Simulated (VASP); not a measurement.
# H4C3O2 in VASP: a series of runs

H4C3O2 is run at these levels: PBEsol; tasks: single point.

Program: VASP 6.6.1. These are calculated values, not measurements. Logs are shortened: lines on timing, memory, paths and dates and some standing lists are left out, and cuts for length are marked.

### 1 The cell of the first run

The cell holds an amorphous packing of atoms, 36 atoms: a = 7.823 Å, b = 7.823 Å, c = 7.823 Å, α = 90.00°, β = 90.00°, γ = 90.00°.

### 2 Single point, PBEsol

Input file INCAR:

```
SYSTEM = H4C3O2
PREC     = Accurate       ! precision mode
ENCUT    = 520            ! plane-wave cutoff, eV
EDIFF    = 1E-7           ! SCF threshold, eV
ISMEAR   = -1             ! smearing method
SIGMA    = 0.05           ! smearing width, eV
LREAL    = Auto         
LASPH    = .True.         ! aspherical terms in the spheres
NELM     = 80             ! most SCF steps
ALGO     = Normal         ! electronic algorithm
ISIF     = 2              ! what is computed and relaxed
LWAVE    = .False.        ! write WAVECAR
LCHARG   = .True.         ! write CHGCAR
GGA      = PS             ! functional
LELF     = .True.         ! ELF
LVHAR    = .True.       
NBANDS   = 80             ! bands
```

Input file KPOINTS:

```
regular mesh
0
Gamma
  1 1 1
  0 0 0
```

Input file POSCAR:

```
H4C3O2
1.0
    7.8232050000      0.0000000000      0.0000000000
    0.0000000000      7.8232050000      0.0000000000
    0.0000000000      0.0000000000      7.8232050000
O C H
8 12 16
Direct
    0.1540672908      0.5571629530      0.0406227371
    0.3869641662      0.6926189458      0.1234021095
    0.7096707807      0.4371609845      0.4007053375
    0.9817715374      0.3370613451      0.3644669927
    0.3754727123      0.2700811240      0.3026253307
    0.3792435453      0.2920925631      0.5975428229
    0.5532259477      0.9553245761      0.0974025352
    0.7496288286      0.7520447182     -0.0197489392
    0.2523006875      0.6821628731      0.0266898285
    0.8481817874      0.3803811865      0.3070225055
    0.3398095793      0.3446030112      0.4594919857
    0.7077661905      0.8926520525      0.0098169484
    0.0698818451      0.1031290884      1.0928002015
    0.1417961053      0.0917271118      0.9564622172
    0.8418672398      0.9066360910      0.3297369812
    0.8833591859      0.8431710533      0.4660494005
    0.4524104891      0.8127359567      0.6340623824
    0.4671614767      0.7284226861      0.5149040579
    0.6507307427      0.4115960147      0.8169541767
    0.8092846858      0.4236626804      0.8240101084
    0.2046603662      0.4614349234      0.1024004868
    0.2113839533      0.8058078499     -0.0411851664
    0.7215840567      0.4572294859      0.5299618251
    0.8535120836      0.3782976414      0.1426780968
    0.4015106341      0.1501814154      0.3127618412
    0.2739797819      0.4661900078      0.4568076639
    0.4865652888      0.8276658991      0.1117317008
    0.7837964108      1.0111329052     -0.0295147577
    0.2322321862      0.0172307897      0.8666652606
   -0.0378105904      0.0718375653      1.1732148141
    0.9443955514      0.7717169625      0.5672994636
    0.7504213427      0.9628662422      0.2480441200
    0.4864758114      0.6503217032      0.4032490520
    0.4288268044      0.8759325622      0.7442601849
    0.9221795926      0.4661005304      0.8987876452
    0.5210396506      0.4259251803      0.7721771320
```

Potentials or basis: VASP PAW PBE potentials, release 64 (O, C, H).

Started as:

```
> cat potpaw_PBE.64/O/POTCAR potpaw_PBE.64/C/POTCAR potpaw_PBE.64/H/POTCAR > POTCAR
> mpirun -np 1 vasp_gam > vasp.out
```

OUTCAR:

```text
SYSTEM = H4C3O2
   PREC = Accurate
   ENCUT = 520
   EDIFF = 1E-7
   ISMEAR = -1
   LREAL = Auto
   LASPH = .True.
   NELM = 80
   ISIF = 2
   GGA = PS

 ion  position               nearest neighbor table
   1  0.154  0.557  0.041-  21 0.98   9 1.25
   2  0.387  0.693  0.123-   9 1.30  27 1.32
   3  0.710  0.437  0.401-  23 1.03  10 1.38
   4  0.982  0.337  0.364-  10 1.19
   5  0.375  0.270  0.303-  25 0.96  11 1.39
   6  0.379  0.292  0.598-  11 1.20
   7  0.553  0.955  0.097-  27 1.13  12 1.47
   8  0.750  0.752  0.980-  12 1.17
   9  0.252  0.682  0.027-  22 1.15   1 1.25   2 1.30
  10  0.848  0.380  0.307-   4 1.19  24 1.29   3 1.38
  11  0.340  0.345  0.459-  26 1.08   6 1.20   5 1.39
  12  0.708  0.893  0.010-  28 1.14   8 1.17   7 1.47
  13  0.070  0.103  0.093-  30 1.08  14 1.21
  14  0.142  0.092  0.956-  29 1.15  13 1.21
  15  0.842  0.907  0.330-  32 1.06  16 1.22
  16  0.883  0.843  0.466-  31 1.08  15 1.22
  17  0.452  0.813  0.634-  34 1.01  18 1.15
  18  0.467  0.728  0.515-  33 1.08  17 1.15
  19  0.651  0.412  0.817-  36 1.08  20 1.25
  20  0.809  0.424  0.824-  35 1.11  19 1.25
  21  0.205  0.461  0.102-   1 0.98
  22  0.211  0.806  0.959-   9 1.15
  23  0.722  0.457  0.530-   3 1.03
  24  0.854  0.378  0.143-  10 1.29
  25  0.402  0.150  0.313-   5 0.96
  26  0.274  0.466  0.457-  11 1.08
  27  0.487  0.828  0.112-   7 1.13   2 1.32
  28  0.784  0.011  0.970-  12 1.14
  29  0.232  0.017  0.867-  14 1.15
  30  0.962  0.072  0.173-  13 1.08
  31  0.944  0.772  0.567-  16 1.08
  32  0.750  0.963  0.248-  15 1.06
  33  0.486  0.650  0.403-  18 1.08
  34  0.429  0.876  0.744-  17 1.01
  35  0.922  0.466  0.899-  20 1.11
  36  0.521  0.426  0.772-  19 1.08

  LATTYP: Found a simple cubic cell.
 ALAT       =     7.8232050000

  Lattice vectors:

 A1 = (   7.8232050000,   0.0000000000,   0.0000000000)
 A2 = (   0.0000000000,   7.8232050000,   0.0000000000)
 A3 = (   0.0000000000,   0.0000000000,   7.8232050000)

Analysis of symmetry for initial positions (statically):
=====================================================================
 Subroutine PRICEL returns:
 Original cell was already a primitive cell.

 Routine SETGRP: Setting up the symmetry group for a
 simple cubic supercell.

 Subroutine GETGRP returns: Found  1 space group operations
 (whereof  1 operations were pure point group operations)
 out of a pool of 48 trial point group operations.

The static configuration has the point symmetry C_1 .

Analysis of symmetry for dynamics (positions and initial velocities):
=====================================================================
 Subroutine PRICEL returns:
 Original cell was already a primitive cell.

 Routine SETGRP: Setting up the symmetry group for a
 simple cubic supercell.

 Subroutine GETGRP returns: Found  1 space group operations
 (whereof  1 operations were pure point group operations)
 out of a pool of 48 trial point group operations.

The dynamic configuration has the point symmetry C_1 .

 Subroutine INISYM returns: Found  1 space group operations
 (whereof  1 operations are pure point group operations),
 and found     1 'primitive' translations

----------------------------------------------------------------------------------------

                                     Primitive cell

  volume of cell :     478.8000

  direct lattice vectors                    reciprocal lattice vectors
     7.823205000  0.000000000  0.000000000     0.127824849  0.000000000  0.000000000
     0.000000000  7.823205000  0.000000000     0.000000000  0.127824849  0.000000000
     0.000000000  0.000000000  7.823205000     0.000000000  0.000000000  0.127824849

  length of vectors
     7.823205000  7.823205000  7.823205000     0.127824849  0.127824849  0.127824849

  position of ions in fractional coordinates (direct lattice)
     0.154067291  0.557162953  0.040622737
     0.386964166  0.692618946  0.123402109
     0.709670781  0.437160984  0.400705337
     0.981771537  0.337061345  0.364466993
     0.375472712  0.270081124  0.302625331
     0.379243545  0.292092563  0.597542823
[... 28 lines left out ...]
     0.922179593  0.466100530  0.898787645
     0.521039651  0.425925180  0.772177132

  ion indices of the primitive-cell ions
   primitive index   ion index
                 1           1
                 2           2
                 3           3
                 4           4
                 5           5
                 6           6
[... 28 lines left out ...]
                35          35
                36          36

----------------------------------------------------------------------------------------

 KPOINTS: regular mesh

Automatic generation of k-mesh.
 Grid dimensions read from file:
 generate k-points for:    1    1    1

 Generating k-lattice:

  Cartesian coordinates                     Fractional coordinates (reciprocal lattice)
     0.127824849  0.000000000  0.000000000     1.000000000  0.000000000  0.000000000
     0.000000000  0.127824849  0.000000000     0.000000000  1.000000000  0.000000000
     0.000000000  0.000000000  0.127824849     0.000000000  0.000000000  1.000000000

  Length of vectors
     0.127824849  0.127824849  0.127824849

  Shift w.r.t. Gamma in fractional coordinates (k-lattice)
     0.000000000  0.000000000  0.000000000

 Subroutine IBZKPT returns following result:
 ===========================================

 Found      1 irreducible k-points:

 Following reciprocal coordinates:
            Coordinates               Weight
  0.000000  0.000000  0.000000      1.000000
   k-points           NKPTS =      1   k-points in BZ     NKDIM =      1   number of bands    NBANDS=     80
   number of dos      NEDOS =    301   number of ions     NIONS =     36
   total plane-waves  NPLWV = 216000
   dimension x,y,z NGX =    60 NGY =   60 NGZ =   60
   dimension x,y,z NGXF=   120 NGYF=  120 NGZF=  120
   ions per type =               8  12  16
   NGX,Y,Z   is equivalent  to a cutoff of  12.75, 12.75, 12.75 a.u.
   NGXF,Y,Z  is equivalent  to a cutoff of  25.50, 25.50, 25.50 a.u.
 SYSTEM =  H4C3O2
   PREC   = accura    normal or accurate (medium, high low for compatibility)
   ISTART =      0    job   : 0-new  1-cont  2-samecut
   ICHARG =      2    charge: 1-file 2-atom 10-const
   ISPIN  =      1    spin polarized calculation?
   LNONCOLLINEAR =      F non collinear calculations
   LSORBIT =      F    spin-orbit coupling
   LASPH  =      T    aspherical Exc in radial PAW
   ENCUT  =  520.0 eV  38.22 Ry    6.18 a.u.  14.55 14.55 14.55*2*pi/ulx,y,z
   NELM   =     80;   NELMIN=  2; NELMDL= -5     # of ELM steps
   EDIFF  = 0.1E-06   stopping-criterion for ELM
   LREAL  =      T    real-space projection
   EDIFFG = 0.1E-05   stopping-criterion for IOM
   NSW    =      0    number of steps for IOM
   IBRION =     -1    ionic relax: 0-MD 1-quasi-New 2-CG
   NFREE  =      0    steps in history (QN), initial steepest desc. (CG)
   ISIF   =      2    stress and relaxation
   ISYM   =      2    0-nonsym 1-usesym 2-fastsym
   POTIM  = 0.5000    time-step for ionic-motion
   TEBEG  =    0.0;   TEEND  =   0.0 temperature during run
   PSTRESS=    0.0 pullay stress
   NELECT =     112.0000    total number of electrons
   NUPDOWN=      -1.0000    fix difference up-down
   EMIN   =  10.00;   EMAX   =-10.00  energy-range for DOS
   EFERMI =   0.00;   METHOD = LEGACY
   ISMEAR =    -1;   SIGMA  =   0.05  broadening in eV -4-tet -1-fermi 0-gaus
   EFERMI_NEDOS =   21; number of points for ismear=-14 and -15
   IALGO  =     38    algorithm
   IMIX   =      4    mixing-type and parameters
     AMIX     =   0.40;   BMIX     =  1.00
     AMIX_MAG =   1.60;   BMIX_MAG =  1.00
  volume/ion in A,a.u.               =      13.30        89.75
  Fermi-wavevector in a.u.,A,eV,Ry     =   1.008702  1.906170 13.843647  1.017479
  Thomas-Fermi vector in A             =   2.141585
   LORBIT       =      0    0 simple, 1 ext, 2 COOP (PROOUT), +10 PAW based schemes
   GGA     = PS    functional components
   LHFCALC =     F    Hartree Fock is set to
   AEXX    =    0.0000 exact exchange contribution
   IVDW    =     0    specifies the selected vdW correction
   LEPSILON=     F    determine dielectric tensor
   LRPA    =     F    only Hartree local field effects (RPA)
 non-spin polarized calculation
  energy-cutoff  :      520.00
  volume of cell :      478.80
 maximum number of plane-waves:      6483
 NGX is ok and might be reduce to    60
   NGX = 29   NGY = 29   NGZ = 29

 number of electron     111.9999995 magnetization

 Free energy of the ion-electron system (eV)
  ---------------------------------------------------
  ext. energy  EPLUGINS =         0.00000000
  ---------------------------------------------------
  free energy    TOTEN  =      -212.56660087 eV

  energy without entropy =     -212.56660087  energy(sigma->0) =     -212.56660087

 E-fermi :  -1.6362     XC(G=0):  -6.8295

 val. band max:       -2.9516372922   @ k =   0.0000   0.0000   0.0000
 cond. band min:       0.5048951388   @ k =   0.0000   0.0000   0.0000
 fundamental gap:      3.4565324310
 Fermi energy:        -1.6361636908

 k-point     1 :       0.0000    0.0000    0.0000
  band No.  band energies     occupation
      1     -26.4779      2.00000
      2     -24.0934      2.00000
      3     -23.9379      2.00000
      4     -23.8048      2.00000
      5     -22.8376      2.00000
      6     -22.2571      2.00000
[... 60 lines left out ...]
     67       3.3466      0.00000
     68       3.4568      0.00000
 [bands above 68 left out]

------------------------ aborting loop because EDIFF is reached ----------------------------------------

  FORCE on cell =-STRESS in cart. coord.  units (eV):
  Direction    XX          YY          ZZ          XY          YZ          ZX
  --------------------------------------------------------------------------------------
  -------------------------------------------------------------------------------------
  Total       -1.5818272      8.3761696      1.1268666      2.5121280     -0.0320429      5.0100516
  in kB       -5.2931658     28.0286326      3.7707607      8.4061708     -0.1072230     16.7648106
  external PRESSURE =       8.8354092 kB  Pullay stress =       0.0000000 kB

 VOLUME and BASIS-vectors are now :
 -----------------------------------------------------------------------------
  energy-cutoff  :      520.00
  volume of cell :      478.80
      direct lattice vectors                 reciprocal lattice vectors
     7.823205000  0.000000000  0.000000000     0.127824849  0.000000000  0.000000000
     0.000000000  7.823205000  0.000000000     0.000000000  0.127824849  0.000000000
     0.000000000  0.000000000  7.823205000     0.000000000  0.000000000  0.127824849

 POSITION                                       TOTAL-FORCE (eV/Angst)
 -----------------------------------------------------------------------------------
      1.20530      4.35880      0.31780        -2.428176     -1.800884     -1.291639
      3.02730      5.41850      0.96540        -2.445527     -1.113604     -2.069759
      5.55190      3.42000      3.13480         0.539420     -0.072809     -1.114040
      7.68060      2.63690      2.85130         2.008854     -0.593468      1.562072
      2.93740      2.11290      2.36750        -1.224455      1.992399      1.140590
      2.96690      2.28510      4.67470         0.441447     -1.351308      1.223164
[... 28 lines left out ...]
      7.21440      3.64640      7.03140        -0.346998     -0.498933     -1.022627
      4.07620      3.33210      6.04090        -0.238387     -0.482721      0.130990
 -----------------------------------------------------------------------------------
    total drift:                               -0.005253      0.005722     -0.004149

  FREE ENERGIE OF THE ION-ELECTRON SYSTEM (eV)
  ---------------------------------------------------
  free  energy   TOTEN  =      -212.5666008677 eV

  energy  without entropy=     -212.5666008677  energy(sigma->0) =     -212.56660087
```

Wall time 98 s (1 thread of Intel Xeon Platinum 8259CL at 2.50GHz (Skylake/Cascade Lake), shared host); peak memory 0.47 GiB.

Results:

| Item | Value |
| --- | --- |
| Free energy | -212.5666 eV |
| Pressure | 0.9 GPa |
| Largest force | 7.326 eV/Å |
| Band gap on the k mesh | 3.46 eV |

Forces on the atoms (eV/Å):
```
O   -2.428 -1.801 -1.292
O   -2.446 -1.114 -2.070
O    0.539 -0.073 -1.114
O    2.009 -0.593  1.562
O   -1.224  1.992  1.141
O    0.441 -1.351  1.223
O    2.121 -2.638 -1.643
O    0.382 -2.919 -0.312
C    4.167  3.813  2.950
C   -1.644  1.170 -2.009
C    0.379 -0.575 -1.751
C   -2.273  5.416  0.670
C   -1.089 -0.228  0.009
C    2.522 -1.938 -1.897
C    0.247 -0.587  2.152
C    0.587 -0.184 -0.634
C   -0.645  2.596  3.797
C    0.850 -4.104 -6.009
C    2.463  0.524 -0.633
C   -1.751  0.264  1.269
H    0.379 -0.724  0.687
H   -0.109 -1.527  0.193
H    0.775 -0.699 -1.059
H   -1.752  0.376  2.965
H    0.521 -0.908  0.215
H   -0.368  0.685 -1.041
H    0.081  1.589  0.051
H   -0.405 -0.583  0.154
H   -1.264  2.070  0.837
H    0.377  0.565  0.714
H   -0.163  0.195  0.036
H   -0.603  0.545 -0.510
H    0.090  0.147 -0.046
H   -0.182  1.578  2.286
H   -0.347 -0.499 -1.023
H   -0.238 -0.483  0.131
```

Stress tensor (GPa, compression positive):
```
-0.53  0.84  1.68
 0.84  2.80 -0.01
 1.68 -0.01  0.38
```

Caveat: the k points lie up to 0.80 Å⁻¹ apart; the PAW data sets were made with another functional, which shifts forces and pressure a little.

### 3 Single point, PBEsol

Input file INCAR:

```
SYSTEM = H4C3O2
PREC = Accurate
ENCUT = 520
EDIFF = 1E-6
ISMEAR = -1
SIGMA = 0.05
LREAL = Auto
LASPH = .True.
NELM = 100
ALGO = Normal
ISIF = 2
LWAVE = .False.
LCHARG = .False.
GGA = PS
NBANDS = 80
```

Input file KPOINTS:

```
Automatic mesh
0
Gamma
  1 1 1
  0 0 0
```

Input file POSCAR:

```
H4C3O2
1.0
    7.8232050000      0.0000000000      0.0000000000
    0.0000000000      7.8232050000      0.0000000000
    0.0000000000      0.0000000000      7.8232050000
O C H
8 12 16
Direct
    0.2162540800      0.4969318841      0.0253732326
    0.3309640998      0.7124829274      0.1535176440
    0.6947152733      0.4270372565      0.3495753978
    0.9771059304      0.5034892988      0.3080451043
    0.3796142374      0.2315930619      0.2551000517
    0.3384674184      0.2467019591      0.5429104823
    0.5417089288      0.9859386275      0.0367879916
    0.6943445813      0.7615421045     -0.0615732299
    0.2273109295      0.6649576484      0.0531112249
    0.8326894157      0.5018403583      0.2646869154
    0.3325235629      0.3114963752      0.4120817491
    0.6643568716      0.9098061472     -0.0465026802
    0.0598220295      0.0797243585      0.9672761995
    0.0451477368      0.1731387583      0.8411002907
    0.8462516322      0.8536782559      0.4197895875
    0.9813369329      0.8006309435      0.4677111235
    0.5101489735      0.9249022619      0.6348932439
    0.5472693097      0.7744268494      0.6123705054
    0.6057747432      0.3962698152      0.7818662556
    0.7390449311      0.3661798457      0.8358211245
    0.3109722933      0.4477320996      0.1061074074
    0.1174326890      0.7414352558     -0.0083341802
    0.7709116660      0.3525792818      0.4040032186
    0.8189098969      0.5641677548      0.1426397493
    0.2855351483      0.1817413707      0.1858317659
    0.2719345844      0.4293253213      0.3729673452
    0.5085511629      0.8913482390      0.0929925779
    0.7461008628      1.0077966767     -0.1158348784
    0.0407505619      0.3037757543      0.7697101124
    0.0935550072     -0.0218708317      1.0593867859
    1.0787650330      0.7225810905      0.5127182529
    0.7306212735      0.8815312906      0.3567847193
    0.5371455816      0.6693164758      0.5288241840
    0.5402389430      1.0396761941      0.6502450083
    0.8355910397      0.2644568307      0.8601461933
    0.4611664912      0.4221671297      0.8070860983
```

Potentials or basis: VASP PAW PBE potentials, release 64 (O, C, H).

Started as:

```
> cat potpaw_PBE.64/O/POTCAR potpaw_PBE.64/C/POTCAR potpaw_PBE.64/H/POTCAR > POTCAR
> mpirun -np 1 vasp_gam > vasp.out
```

Wall time 77 s (1 thread of Intel Xeon Platinum 8259CL at 2.50GHz (Skylake/Cascade Lake), shared host); peak memory 0.51 GiB.

The run converged. Its results:

```yaml
Free_energy: -210.5612 eV
Pressure: 5.3 GPa
Largest_force: 10.950 eV/Å
Band_gap_on_the_k_mesh: 4.03 eV
```

Forces in eV/Å, atoms in the order of the input:
```
O     0.772  -0.758   0.025
O     1.941   2.362   1.614
O     0.784   2.004  -2.294
O     3.001  -1.516   2.260
O     0.189  -0.121   0.143
O     0.754  -2.117   5.000
O     1.063   3.638  -1.461
O     0.263  -2.493   1.013
C    -2.346  -1.413  -0.777
C    -2.590   0.858  -1.813
C    -1.418   0.884  -6.354
C     2.743   3.250  -2.820
C     0.540  -0.062  -0.914
C     0.957   1.519   0.632
C    -0.338   0.438  -0.494
C    -0.156   0.195   0.147
C    -0.688  -8.055  -1.121
C    -1.295   1.638  -0.561
C   -10.550   2.613  -1.328
C     7.640  -3.474   2.455
H    -1.145   0.218  -1.176
H     1.047  -0.662   0.088
H     0.658  -2.337   2.633
H    -1.904   0.420  -0.924
H     0.268   0.329   0.571
H    -0.164   1.370   0.480
H    -3.431  -4.249   3.583
H    -0.388  -0.329   0.309
H     0.353  -2.527   0.779
H    -0.516   0.690  -0.453
H     1.403  -0.438   0.576
H    -0.728   0.549  -0.190
H     0.238  -1.376  -0.043
H     1.214   7.761   1.328
H    -0.503   1.374   0.239
H     2.333  -0.185  -1.151
```

Stress tensor (GPa, compression positive):
```
 5.84 -0.41  2.14
-0.41  6.19 -0.25
 2.14 -0.25  3.92
```

Levels at points of the mesh, in eV from the valence-band top:
```csv
k point,band 52,band 53,band 54,band 55,band 56,band 57,band 58,band 59,band 60,band 61
"(0.00, 0.00, 0.00)",-0.62,-0.51,-0.25,-0.09,0.00,4.03,4.32,4.45,4.63,4.76
```

Caveat: the k points lie up to 0.80 Å⁻¹ apart; the PAW data sets were made with another functional, which shifts forces and pressure a little.

(Part 1 of 2 ends here.)
